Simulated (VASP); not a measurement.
# MgI (P-6m2) in VASP: density of states with PBE

Aim: the density of states of MgI with PBE.

All numbers are computed with VASP 6.6.1; they aren't measurements. Logs are shortened: lines on timing, memory, paths and dates and some standing lists are left out, and cuts for length are marked.

**1. The cell of the first run**

It takes space group P-6m2 (No. 187, hexagonal). Conventional cell: a = 4.098 Å, b = 4.098 Å, c = 4.321 Å, α = 90.00°, β = 90.00°, γ = 120.00°. Within 4.2 Å of Mg (site symmetry -6m2) lie 6 I at 3.20 Å and 6 Mg at 4.10 Å. Within 4.2 Å of I (site symmetry -6m2) lie 6 Mg at 3.20 Å and 6 I at 4.10 Å.

**2. Density of states, PBE**

Contents of POSCAR:

```
MgI
1.0
    4.0979618907      0.0000000031      0.0000000000
   -2.0489809480      3.5489390996      0.0000000000
    0.0000000000      0.0000000000      4.3206383060
Mg I
1 1
Direct
    0.0000000000      0.0000000000      0.0000000000
    0.3333333333      0.6666666667      0.5000000000
```

Contents of INCAR.step1:

```
SYSTEM = MgI
PREC = Accurate
ENCUT = 520
EDIFF = 1E-6
ISMEAR = 0
SIGMA = 0.1
LREAL = .FALSE.
LASPH = .TRUE.
NELM = 100
ALGO = Normal
ISIF = 2
LWAVE = .FALSE.
LCHARG = .TRUE.
GGA = PE
NBANDS = 12
```

Contents of KPOINTS.step1:

```
Automatic mesh
0
G
  18 18 14
  0 0 0
```

Contents of INCAR.step2:

```
SYSTEM = MgI
PREC = Accurate
ENCUT = 520
EDIFF = 1E-6
ISMEAR = -5
SIGMA = 0.1
LREAL = .FALSE.
LASPH = .TRUE.
NELM = 100
ALGO = Normal
ISIF = 2
LWAVE = .FALSE.
LCHARG = .FALSE.
GGA = PE
LORBIT = 11
NEDOS = 2001
ICHARG = 11
```

Contents of KPOINTS.step2:

```
Automatic mesh
0
G
  27 27 21
  0 0 0
```

Potentials or basis: VASP PAW PBE potentials, release 64 (Mg, I).

Launch:

```sh
$ cat potpaw_PBE.64/Mg/POTCAR potpaw_PBE.64/I/POTCAR > POTCAR
$ cp INCAR.step1 INCAR
$ cp KPOINTS.step1 KPOINTS
$ mpirun -np 1 vasp_std > vasp.out
$ cp INCAR.step2 INCAR
$ cp KPOINTS.step2 KPOINTS
$ mpirun -np 1 vasp_std > vasp.out
```

OUTCAR:

```text
SYSTEM = MgI
   PREC = Accurate
   ENCUT = 520
   EDIFF = 1E-6
   ISMEAR = -5
   LREAL = .FALSE.
   LASPH = .TRUE.
   NELM = 100
   ISIF = 2
   GGA = PE
   LORBIT = 11
   ICHARG = 11

 ion  position               nearest neighbor table
   1  0.000  0.000  0.000-   2 3.20   2 3.20   2 3.20   2 3.20   2 3.20   2 3.20
   2  0.333  0.667  0.500-   1 3.20   1 3.20   1 3.20   1 3.20   1 3.20   1 3.20

  LATTYP: Found a hexagonal cell.
 ALAT       =     4.0979618907
 C/A-ratio  =     1.0543383324

  Lattice vectors:

 A1 = (   4.0979618907,   0.0000000031,   0.0000000000)
 A2 = (  -2.0489809480,   3.5489390996,   0.0000000000)
 A3 = (   0.0000000000,   0.0000000000,   4.3206383060)

Analysis of symmetry for initial positions (statically):
=====================================================================
 Subroutine PRICEL returns:
 Original cell was already a primitive cell.

 Routine SETGRP: Setting up the symmetry group for a
 hexagonal supercell.

 Subroutine GETGRP returns: Found 12 space group operations
 (whereof 12 operations were pure point group operations)
 out of a pool of 24 trial point group operations.

The static configuration has the point symmetry D_3h.

Analysis of symmetry for dynamics (positions and initial velocities):
=====================================================================
 Subroutine PRICEL returns:
 Original cell was already a primitive cell.

 Routine SETGRP: Setting up the symmetry group for a
 hexagonal supercell.

 Subroutine GETGRP returns: Found 12 space group operations
 (whereof 12 operations were pure point group operations)
 out of a pool of 24 trial point group operations.

The dynamic configuration has the point symmetry D_3h.

 Subroutine INISYM returns: Found 12 space group operations
 (whereof 12 operations are pure point group operations),
 and found     1 'primitive' translations

----------------------------------------------------------------------------------------

                                     Primitive cell

  volume of cell :      62.8368

  direct lattice vectors                    reciprocal lattice vectors
     4.097961891  0.000000003  0.000000000     0.244023743  0.140887174  0.000000000
    -2.048980948  3.548939100  0.000000000    -0.000000000  0.281774348  0.000000000
     0.000000000  0.000000000  4.320638306     0.000000000  0.000000000  0.231447284

[... 88 lines left out ...]
   NSW    =      0    number of steps for IOM
   IBRION =     -1    ionic relax: 0-MD 1-quasi-New 2-CG
   NFREE  =      0    steps in history (QN), initial steepest desc. (CG)
   ISIF   =      2    stress and relaxation
   ISYM   =      2    0-nonsym 1-usesym 2-fastsym
   POTIM  = 0.5000    time-step for ionic-motion
   TEBEG  =    0.0;   TEEND  =   0.0 temperature during run
   PSTRESS=    0.0 pullay stress
   NELECT =       9.0000    total number of electrons
   NUPDOWN=      -1.0000    fix difference up-down
   EMIN   =  10.00;   EMAX   =-10.00  energy-range for DOS
   EFERMI =   0.00;   METHOD = LEGACY
   ISMEAR =    -5;   SIGMA  =   0.10  broadening in eV -4-tet -1-fermi 0-gaus
   EFERMI_NEDOS =   21; number of points for ismear=-14 and -15
   IALGO  =     38    algorithm
   IMIX   =      4    mixing-type and parameters
     AMIX     =   0.40;   BMIX     =  1.00
     AMIX_MAG =   1.60;   BMIX_MAG =  1.00
  volume/ion in A,a.u.               =      31.42       212.02
  Fermi-wavevector in a.u.,A,eV,Ry     =   0.856546  1.618638  9.982209  0.733672
  Thomas-Fermi vector in A             =   1.973465
   LORBIT       =     11    0 simple, 1 ext, 2 COOP (PROOUT), +10 PAW based schemes
   GGA     = PE    functional components
   LHFCALC =     F    Hartree Fock is set to
   AEXX    =    0.0000 exact exchange contribution
   IVDW    =     0    specifies the selected vdW correction
   LEPSILON=     F    determine dielectric tensor
   LRPA    =     F    only Hartree local field effects (RPA)
 non-spin polarized calculation
 Fermi weights with tetrahedron method with Bloechl corrections
  energy-cutoff  :      520.00
  volume of cell :       62.84
 maximum number of plane-waves:      1726

 number of electron       9.0000000 magnetization

 Free energy of the ion-electron system (eV)
  ---------------------------------------------------
  ext. energy  EPLUGINS =         0.00000000
  ---------------------------------------------------
  free energy    TOTEN  =        -3.64062768 eV

  energy without entropy =       -3.64062768  energy(sigma->0) =       -3.64062768

 E-fermi :   4.9488     XC(G=0):  -8.4505

 val. band max:        4.9438183266   @ k =   0.3704   0.0370   0.2381
 cond. band min:       4.9445569305   @ k =   0.2593   0.1111   0.0952
 fundamental gap:      0.0007386039
 Fermi energy:         4.9488234869

 k-point     1 :       0.0000    0.0000    0.0000
  band No.  band energies     occupation
      1      -9.8488      2.00000
      2       0.5558      2.00000
      3       1.8735      2.00000
      4       1.8735      2.00000
      5       2.7558      2.00000
      6       7.5972      0.00000
      7       9.0893      0.00000
      8       9.0893      0.00000
[... 243 lines left out ...]
 k-point    24 :       0.3704    0.0370    0.0000
  band No.  band energies     occupation
      1      -9.3664      2.00000
      2      -1.1949      2.00000
      3       1.1368      2.00000
      4       1.1743      2.00000
      5       4.8091      2.13794
      6       6.8439      0.00000
      7       8.2870      0.00000
      8       8.3758      0.00000

 [... further k-points ...]
[... 5 lines left out ...]
  --------------------------------------------------------------------------------------
  -------------------------------------------------------------------------------------
  Total       -0.0434679     -0.0434679     -0.0109358     -0.0000000      0.0000000      0.0000000
  in kB       -1.1083180     -1.1083180     -0.2788358     -0.0000000      0.0000000      0.0000000
  external PRESSURE =      -0.8318239 kB  Pullay stress =       0.0000000 kB

 VOLUME and BASIS-vectors are now :
 -----------------------------------------------------------------------------
  energy-cutoff  :      520.00
  volume of cell :       62.84
      direct lattice vectors                 reciprocal lattice vectors
     4.097961891  0.000000003  0.000000000     0.244023743  0.140887174  0.000000000
    -2.048980948  3.548939100  0.000000000    -0.000000000  0.281774348  0.000000000
     0.000000000  0.000000000  4.320638306     0.000000000  0.000000000  0.231447284

 POSITION                                       TOTAL-FORCE (eV/Angst)
 -----------------------------------------------------------------------------------
      0.00000      0.00000      0.00000         0.000000     -0.000000      0.000000
     -0.00000      2.36596      2.16032        -0.000000      0.000000      0.000000
 -----------------------------------------------------------------------------------
    total drift:                                0.000133     -0.000077      0.000000

  FREE ENERGIE OF THE ION-ELECTRON SYSTEM (eV)
  ---------------------------------------------------
  free  energy   TOTEN  =        -3.6406276764 eV

  energy  without entropy=       -3.6406276764  energy(sigma->0) =       -3.64062768

 total charge

# of ion       s       p       d       tot
------------------------------------------
    1        0.229   0.062   0.011   0.302
    2        1.520   2.733   0.034   4.287
--------------------------------------------------
tot          1.749   2.795   0.046   4.590
```

It took 1.9 min on 1 thread of Intel Xeon 6975P-C (Granite Rapids), shared host; peak memory 0.64 GiB.

Results:

```
Valence electrons inside the program's atomic spheres : Mg 0.30; I 4.29
```

Levels at points of the mesh, in eV from the Fermi level:
| k point | band 1 | band 2 | band 3 | band 4 | band 5 | band 6 | band 7 | band 8 |
| --- | --- | --- | --- | --- | --- | --- | --- | --- |
| (0.00, 0.00, 0.00) | -14.80 | -4.39 | -3.08 | -3.08 | -2.19 | 2.65 | 4.14 | 4.14 |

Caveat: spin-orbit coupling is left out, which moves the levels of the heavy elements; an odd number of electrons without spin polarisation forces a metal; a magnetic or distorted state may lie lower; tetrahedron occupations give inexact forces and stress in metals.
